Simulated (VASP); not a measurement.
Set up this calculation in VASP 6.6.1, as the native input.

| Quantity | Value |
| --- | --- |
| Task | single point |
| Functional | PBE |
| Potentials or basis | VASP PAW PBE potentials, release 64 (Ag, Cl) |
| Cutoff | 500 eV |
| k mesh | 2 × 1 × 2 |
| Occupations | gaussian, width 0.1 eV |
| Spin | no spin polarisation |
| Hubbard terms | Ag d U = 1.7 eV |
| Dipole correction | no |
| Further INCAR settings | ALGO = Normal; EDIFF = 1e-06; NBANDS = 16; ISYM = 0 |

The structure of AgCl lies in POSCAR:

```
AgCl
1.0
    0.0000000000      2.7726629968      2.7726629968
    2.7726629968      0.0000000000      2.7726629968
    2.7726629968      2.7726629968      0.0000000000
Ag Cl
1 1
Direct
    0.0000000000      0.0000000000      0.0000000000
    0.5000000000      0.5000000000      0.5000000000
```

The input as run:

INCAR

```
SYSTEM = AgCl
PREC = Accurate
ENCUT = 500
EDIFF = 1E-6
ISMEAR = 0
SIGMA = 0.1
LREAL = .False.
LASPH = .True.
NELM = 200
ALGO = Normal
ISIF = 2
LWAVE = .False.
LCHARG = .True.
LMAXMIX = 4
LDAU = .True.
LDAUTYPE = 2
LDAUL = 2 -1
LDAUU = 1.7 0
LDAUJ = 0 0
LDAUPRINT = 1
GGA = PE
LELF = .True.
LVHAR = .True.
ISYM = 0
NBANDS = 16
GGA_COMPAT = .False.
```

KPOINTS

```
regular mesh
0
Gamma
  2 1 2
  0 0 0
```

Potentials or basis: VASP PAW PBE potentials, release 64 (Ag, Cl).

The run is started by

```sh
$ cat potpaw_PBE.64/Ag/POTCAR potpaw_PBE.64/Cl/POTCAR > POTCAR
$ mpirun -np 1 vasp_std > vasp.out
```

Results of the run:

| Item | Value |
| --- | --- |
| Pressure | 7.7 GPa |
| Band gap on the k mesh | 1.13 eV, indirect (least direct gap 2.87 eV) |

Caveat: the k points lie up to 1.96 Å⁻¹ apart.

Wall time 10 s on 1 thread of Intel Xeon 8259CL, with other jobs on the host, peak memory 0.16 GiB.
